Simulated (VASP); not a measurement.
# AlN (Fm-3m) in VASP: a series of runs

Runs on AlN. Level: HSE06. Tasks: single point.

Program: VASP 6.6.1. These are calculated values, not measurements. Logs are shortened: lines on timing, memory, paths and dates and some standing lists are left out, and cuts for length are marked.

## 1. The cell of the first run

It takes space group Fm-3m (No. 225, cubic). Conventional cell: a = 3.948 Å, b = 3.948 Å, c = 3.948 Å, α = 90.00°, β = 90.00°, γ = 90.00°. Within 2.6 Å of Al (site symmetry m-3m) lie 6 N at 1.97 Å. Within 2.6 Å of N (site symmetry m-3m) lie 6 Al at 1.97 Å.

## 2. Single point, HSE06 (7.69 Å³/atom)

POSCAR reads:

```
AlN
1.0
    0.0000000000      1.9739917936      1.9739917936
    1.9739917936      0.0000000000      1.9739917936
    1.9739917936      1.9739917936      0.0000000000
Al N
1 1
Direct
    0.5000000000      0.5000000000      0.5000000000
    0.0000000000      0.0000000000      0.0000000000
```

INCAR.step1 reads:

```
SYSTEM = AlN
  PREC = Accurate
  ENCUT = 520
  EDIFF = 1E-5
  ISMEAR = 0
  SIGMA = 0.02
  LREAL = .False.
  LASPH = .True.
  NELM = 80
  ALGO = Normal
  ISIF = 2
  LWAVE = .True.
  LCHARG = .False.
  GGA = PE
  NBANDS = 11
```

INCAR.step2 reads:

```
SYSTEM = AlN
  PREC = Accurate
  ENCUT = 520
  EDIFF = 1E-7
  ISMEAR = 0
  SIGMA = 0.02
  LREAL = .False.
  LASPH = .True.
  NELM = 80
  ALGO = Normal
  ISIF = 2
  LWAVE = .False.
  LCHARG = .False.
  GGA = PE
  LHFCALC = .True.
  HFSCREEN = 0.2079
  PRECFOCK = Normal
  ISTART = 1
  NBANDS = 11
```

KPOINTS reads:

```
Automatic mesh
0
Gamma
  6 6 6
  0 0 0
```

Potentials or basis: VASP PAW PBE potentials, release 64 (Al, N).

On the command line:

```console
> cat potpaw_PBE.64/Al/POTCAR potpaw_PBE.64/N/POTCAR > POTCAR
> cp INCAR.step1 INCAR
> mpirun -np 1 vasp_std > vasp.out
> cp INCAR.step2 INCAR
> mpirun -np 1 vasp_std > vasp.out
```

OUTCAR:

```text
SYSTEM = AlN
   PREC = Accurate
   ENCUT = 520
   EDIFF = 1E-7
   ISMEAR = 0
   LREAL = .False.
   LASPH = .True.
   NELM = 80
   ISIF = 2
   GGA = PE
   LHFCALC = .True.
   HFSCREEN = 0.2079
   PRECFOCK = Normal
   ISTART = 1

 ion  position               nearest neighbor table
   1  0.500  0.500  0.500-   2 1.97   2 1.97   2 1.97   2 1.97   2 1.97   2 1.97
   2  0.000  0.000  0.000-   1 1.97   1 1.97   1 1.97   1 1.97   1 1.97   1 1.97

  LATTYP: Found a face centered cubic cell.
 ALAT       =     3.9479835872

  Lattice vectors:

 A1 = (   0.0000000000,   1.9739917936,   1.9739917936)
 A2 = (   1.9739917936,   0.0000000000,   1.9739917936)
 A3 = (   1.9739917936,   1.9739917936,   0.0000000000)

Analysis of symmetry for initial positions (statically):
=====================================================================
 Subroutine PRICEL returns:
 Original cell was already a primitive cell.

 Routine SETGRP: Setting up the symmetry group for a
 face centered cubic supercell.

 Subroutine GETGRP returns: Found 48 space group operations
 (whereof 48 operations were pure point group operations)
 out of a pool of 48 trial point group operations.

The static configuration has the point symmetry O_h .

Analysis of symmetry for dynamics (positions and initial velocities):
=====================================================================
 Subroutine PRICEL returns:
 Original cell was already a primitive cell.

 Routine SETGRP: Setting up the symmetry group for a
 face centered cubic supercell.

 Subroutine GETGRP returns: Found 48 space group operations
 (whereof 48 operations were pure point group operations)
 out of a pool of 48 trial point group operations.

The dynamic configuration has the point symmetry O_h .

 Subroutine INISYM returns: Found 48 space group operations
 (whereof 48 operations are pure point group operations),
 and found     1 'primitive' translations

----------------------------------------------------------------------------------------

                                     Primitive cell

  volume of cell :      15.3839

  direct lattice vectors                    reciprocal lattice vectors
     0.000000000  1.973991794  1.973991794    -0.253293859  0.253293859  0.253293859
     1.973991794  0.000000000  1.973991794     0.253293859 -0.253293859  0.253293859
     1.973991794  1.973991794  0.000000000     0.253293859  0.253293859 -0.253293859

  length of vectors
[... 90 lines left out ...]
   IALGO  =     38    algorithm
   IMIX   =      1    mixing-type and parameters
     AMIX     =   0.40;   BMIX     =  1.00
     AMIX_MAG =   1.60;   BMIX_MAG =  1.00
  volume/ion in A,a.u.               =       7.69        51.91
  Fermi-wavevector in a.u.,A,eV,Ry     =   1.316486  2.487797 23.580728  1.733135
  Thomas-Fermi vector in A             =   2.446594
   LORBIT       =      0    0 simple, 1 ext, 2 COOP (PROOUT), +10 PAW based schemes
   GGA     = PE    functional components
   LHFCALC =     T    Hartree Fock is set to
   PRECFOCK=normal    Normal, Fast or Accurate (Low or Medium for compatibility)
   ENCUT4O =  -1.0   cutoff for four orbital integrals eV
   NKREDX  =     1    reduce k-point grid by
   NKREDY  =     1    reduce k-point grid by
   NKREDZ  =     1    reduce k-point grid by
   AEXX    =    0.2500 exact exchange contribution
   HFSCREEN=    0.2079 screening length (either q_TF or 0.3 A-1)
   HFSCREENC=   0.2079 screening length for correlation (either q_TF or 0.3 A-1)
   ENCUTFOCK=  -1.0 apply spherical cutoff to Coloumb kernel
   IVDW    =     0    specifies the selected vdW correction
   LEPSILON=     F    determine dielectric tensor
   LRPA    =     F    only Hartree local field effects (RPA)
 non-spin polarized calculation
 Gauss-broadening in eV      SIGMA  =   0.02
  energy-cutoff  :      520.00
  volume of cell :       15.38
 maximum number of plane-waves:       432
 NGX is ok and might be reduce to    24
  NGX = 16; NGY = 16; NGZ = 16

 number of electron       8.0000000 magnetization

 Free energy of the ion-electron system (eV)
  ---------------------------------------------------
  ext. energy  EPLUGINS =         0.00000000
  ---------------------------------------------------
  free energy    TOTEN  =       -17.07148047 eV

  energy without entropy =      -17.07148047  energy(sigma->0) =      -17.07148047

 E-fermi :  10.2538     XC(G=0): -10.3178

 val. band max:       10.0383214756   @ k =   0.0000   0.0000   0.0000
 cond. band min:      16.5531727218   @ k =   0.5000   0.5000   0.0000
 fundamental gap:      6.5148512462
 Fermi energy:        10.2538441918

 k-point     1 :       0.0000    0.0000    0.0000
  band No.  band energies     occupation
      1      -9.8786      2.00000
      2      10.0383      2.00000
      3      10.0383      2.00000
      4      10.0383      2.00000
      5      18.4039      0.00000
      6      24.1146      0.00000
      7      24.1146      0.00000
      8      24.1146      0.00000
      9      29.5077      0.00000
     10      30.3338      0.00000
     11      30.3338      0.00000
[... 197 lines left out ...]
 k-point    16 :      -0.3333    0.5000    0.1667
  band No.  band energies     occupation
      1      -4.7922      2.00000
      2       2.3784      2.00000
      3       4.7908      2.00000
      4       5.9016      2.00000
      5      19.3007      0.00000
      6      20.0418      0.00000
      7      25.3783      0.00000
      8      26.6072      0.00000
      9      31.4719      0.00000
     10      34.8532      0.00000
     11      38.5355      0.00000

------------------------ aborting loop because EDIFF is reached ----------------------------------------

  FORCE on cell =-STRESS in cart. coord.  units (eV):
  Direction    XX          YY          ZZ          XY          YZ          ZX
  --------------------------------------------------------------------------------------
  -------------------------------------------------------------------------------------
  Total        1.8930515      1.8930515      1.8930515     -0.0000000      0.0000000     -0.0000000
  in kB      197.1546322    197.1546322    197.1546322     -0.0000000      0.0000000     -0.0000000
  external PRESSURE =     197.1546322 kB  Pullay stress =       0.0000000 kB

 VOLUME and BASIS-vectors are now :
 -----------------------------------------------------------------------------
  energy-cutoff  :      520.00
  volume of cell :       15.38
      direct lattice vectors                 reciprocal lattice vectors
     0.000000000  1.973991794  1.973991794    -0.253293859  0.253293859  0.253293859
     1.973991794  0.000000000  1.973991794     0.253293859 -0.253293859  0.253293859
     1.973991794  1.973991794  0.000000000     0.253293859  0.253293859 -0.253293859

 POSITION                                       TOTAL-FORCE (eV/Angst)
 -----------------------------------------------------------------------------------
      1.97399      1.97399      1.97399         0.000000      0.000000      0.000000
      0.00000      0.00000      0.00000        -0.000000     -0.000000     -0.000000
 -----------------------------------------------------------------------------------
    total drift:                                0.000019      0.000028      0.000029

  FREE ENERGIE OF THE ION-ELECTRON SYSTEM (eV)
  ---------------------------------------------------
  free  energy   TOTEN  =       -17.0714804707 eV

  energy  without entropy=      -17.0714804707  energy(sigma->0) =      -17.07148047
```

OUTCAR.step1:

```text
SYSTEM = AlN
   PREC = Accurate
   ENCUT = 520
   EDIFF = 1E-5
   ISMEAR = 0
   LREAL = .False.
   LASPH = .True.
[... 435 lines left out ...]
      1.97399      1.97399      1.97399        -0.000000     -0.000000     -0.000000
      0.00000      0.00000      0.00000         0.000000      0.000000      0.000000
 -----------------------------------------------------------------------------------
    total drift:                                0.000000     -0.000000     -0.000000

  FREE ENERGIE OF THE ION-ELECTRON SYSTEM (eV)
  ---------------------------------------------------
  free  energy   TOTEN  =       -14.4240332413 eV

  energy  without entropy=      -14.4240332413  energy(sigma->0) =      -14.42403324
```

Wall time 1.8 min (1 thread of Intel Xeon 6975P-C (Granite Rapids), shared host); peak memory 0.23 GiB.

Results:

```
Free energy            : -17.0715 eV
Pressure               : 19.7 GPa
Band gap on the k mesh : 6.51 eV (least direct gap 8.37 eV)
```

Caveat: the k points lie up to 0.46 Å⁻¹ apart; the PAW data sets were made with another functional, which shifts forces and pressure a little.

## 3. Single point, HSE06 (7.94 Å³/atom)

This run uses another cell than the first one, of 7.94 Å³/atom.

POSCAR reads:

```
AlN
1.0
    0.0000000000      1.9947721817      1.9947721817
    1.9947721817      0.0000000000      1.9947721817
    1.9947721817      1.9947721817      0.0000000000
Al N
1 1
Direct
    0.5000000000      0.5000000000      0.5000000000
    0.0000000000      0.0000000000      0.0000000000
```

INCAR.step1: that of step 2 with these lines changed.

```diff
@@ -8,3 +8,3 @@
   LASPH = .True.
-  NELM = 80
+  NELM = 60
   ALGO = Normal
@@ -13,3 +13,3 @@
   LCHARG = .False.
+  NBANDS = 11
   GGA = PE
-  NBANDS = 11
```

INCAR.step2 reads:

```
SYSTEM = AlN
  PREC = Accurate
  ENCUT = 520
  EDIFF = 1E-6
  ISMEAR = 0
  SIGMA = 0.02
  LREAL = .False.
  LASPH = .True.
  NELM = 60
  ALGO = Normal
  ISIF = 2
  LWAVE = .False.
  LCHARG = .False.
  GGA = PE
  LHFCALC = .True.
  HFSCREEN = 0.2079
  PRECFOCK = Normal
  NBANDS = 11
  ISTART = 1
```

KPOINTS reads:

```
regular mesh
0
Gamma
  6 6 6
  0 0 0
```

Potentials or basis: VASP PAW PBE potentials, release 64 (Al, N).

On the command line:

```console
> cat potpaw_PBE.64/Al/POTCAR potpaw_PBE.64/N/POTCAR > POTCAR
> cp INCAR.step1 INCAR
> mpirun -np 1 vasp_std > vasp.out
> cp INCAR.step2 INCAR
> mpirun -np 1 vasp_std > vasp.out
```

OUTCAR:

```text
SYSTEM = AlN
   PREC = Accurate
   ENCUT = 520
   EDIFF = 1E-6
   ISMEAR = 0
   LREAL = .False.
   LASPH = .True.
   NELM = 60
   ISIF = 2
   GGA = PE
   LHFCALC = .True.
   HFSCREEN = 0.2079
   PRECFOCK = Normal
   ISTART = 1

 ion  position               nearest neighbor table
   1  0.500  0.500  0.500-   2 1.99   2 1.99   2 1.99   2 1.99   2 1.99   2 1.99
   2  0.000  0.000  0.000-   1 1.99   1 1.99   1 1.99   1 1.99   1 1.99   1 1.99

  LATTYP: Found a face centered cubic cell.
 ALAT       =     3.9895443634

  Lattice vectors:

 A1 = (   0.0000000000,   1.9947721817,   1.9947721817)
 A2 = (   1.9947721817,   0.0000000000,   1.9947721817)
 A3 = (   1.9947721817,   1.9947721817,   0.0000000000)

Analysis of symmetry for initial positions (statically):
=====================================================================
 Subroutine PRICEL returns:
 Original cell was already a primitive cell.

 Routine SETGRP: Setting up the symmetry group for a
 face centered cubic supercell.

 Subroutine GETGRP returns: Found 48 space group operations
 (whereof 48 operations were pure point group operations)
 out of a pool of 48 trial point group operations.

[... 172 lines left out ...]
      2       9.6221      2.00000
      3       9.6221      2.00000
      4       9.6221      2.00000
      5      17.4664      0.00000
      6      23.5788      0.00000
      7      23.5788      0.00000
      8      23.5788      0.00000
      9      28.8789      0.00000
     10      29.6575      0.00000
     11      29.6575      0.00000
[... 197 lines left out ...]
 k-point    16 :      -0.3333    0.5000    0.1667
  band No.  band energies     occupation
      1      -5.0921      2.00000
      2       2.1764      2.00000
      3       4.5294      2.00000
      4       5.5764      2.00000
      5      18.5223      0.00000
      6      19.5481      0.00000
      7      24.6458      0.00000
      8      25.7404      0.00000
      9      30.5246      0.00000
     10      33.9694      0.00000
     11      37.5498      0.00000

------------------------ aborting loop because EDIFF is reached ----------------------------------------

  FORCE on cell =-STRESS in cart. coord.  units (eV):
  Direction    XX          YY          ZZ          XY          YZ          ZX
  --------------------------------------------------------------------------------------
  -------------------------------------------------------------------------------------
  Total        0.9095823      0.9095823      0.9095823     -0.0000000      0.0000000     -0.0000000
  in kB       91.7999979     91.7999979     91.7999979     -0.0000000      0.0000000     -0.0000000
  external PRESSURE =      91.7999979 kB  Pullay stress =       0.0000000 kB

 VOLUME and BASIS-vectors are now :
 -----------------------------------------------------------------------------
  energy-cutoff  :      520.00
  volume of cell :       15.87
      direct lattice vectors                 reciprocal lattice vectors
     0.000000000  1.994772182  1.994772182    -0.250655190  0.250655190  0.250655190
     1.994772182  0.000000000  1.994772182     0.250655190 -0.250655190  0.250655190
     1.994772182  1.994772182  0.000000000     0.250655190  0.250655190 -0.250655190

 POSITION                                       TOTAL-FORCE (eV/Angst)
 -----------------------------------------------------------------------------------
      1.99477      1.99477      1.99477        -0.000000     -0.000000     -0.000000
      0.00000      0.00000      0.00000         0.000000      0.000000      0.000000
 -----------------------------------------------------------------------------------
    total drift:                                0.000000      0.000000      0.000000

  FREE ENERGIE OF THE ION-ELECTRON SYSTEM (eV)
  ---------------------------------------------------
  free  energy   TOTEN  =       -17.1159141130 eV

  energy  without entropy=      -17.1159141130  energy(sigma->0) =      -17.11591411
```

Wall time 91 s (1 thread of Intel Xeon 6975P-C (Granite Rapids), shared host); peak memory 0.23 GiB.

What came out:

| Quantity | Value |
| --- | --- |
| Free energy | -17.1159 eV |
| Pressure | 9.2 GPa |
| Band gap on the k mesh | 6.40 eV (least direct gap 7.84 eV) |

Caveat: the k points lie up to 0.45 Å⁻¹ apart; the PAW data sets were made with another functional, which shifts forces and pressure a little.

(Continued in part 2 of 2.)
